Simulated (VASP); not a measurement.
Input of a VASP 6.6.1 run:

The input INCAR:

```
PREC     = Accurate       # precision mode
ENCUT    = 520            # plane-wave cutoff, eV
EDIFF    = 1E-7           # SCF threshold, eV
ISMEAR   = 0              # smearing method
SIGMA    = 0.1            # smearing width, eV
LREAL    = False          # projectors in reciprocal space
LASPH    = True           # aspherical terms in the spheres
NELM     = 100            # most SCF steps
ALGO     = Normal         # electronic algorithm
ISIF     = 2              # what is computed and relaxed
LWAVE    = False          # write WAVECAR
LCHARG   = False          # write CHGCAR
GGA      = PE             # functional
NBANDS   = 30             # bands
```

The input KPOINTS:

```
regular mesh
0
Gamma
  4 4 4
```

Contents of POSCAR:

```
ZrSnSe3
1.0
    5.0702991100      0.0000000000      0.0000000000
    0.0000000000      5.0702991100      0.0000000000
    0.0000000000      0.0000000000      5.0702991100
Zr Sn Se
1 1 3
Direct
    0.5000000000      0.5000000000      0.5000000000
    0.0000000000      0.0000000000      0.0000000000
    0.5000000000      0.5000000000      0.0000000000
    0.0000000000      0.5000000000      0.5000000000
    0.5000000000      0.0000000000      0.5000000000
```

Potentials or basis: VASP PAW PBE potentials, release 64 (Zr_sv, Sn_d, Se).

Command:

```console
$ cat potpaw_PBE.64/Zr_sv/POTCAR potpaw_PBE.64/Sn_d/POTCAR potpaw_PBE.64/Se/POTCAR > POTCAR
$ mpirun -np 1 vasp_std > vasp.out
```

(1) What does it give for the pressure?

(2) What does it give for the band gap on the k mesh?

Answers

(1) 6.5 GPa.

(2) zero (band 22 reaches 5.25 eV, above the bottom of band 23 at 5.24 eV).

Caveat: spin-orbit coupling is left out, which moves the levels of the heavy elements.
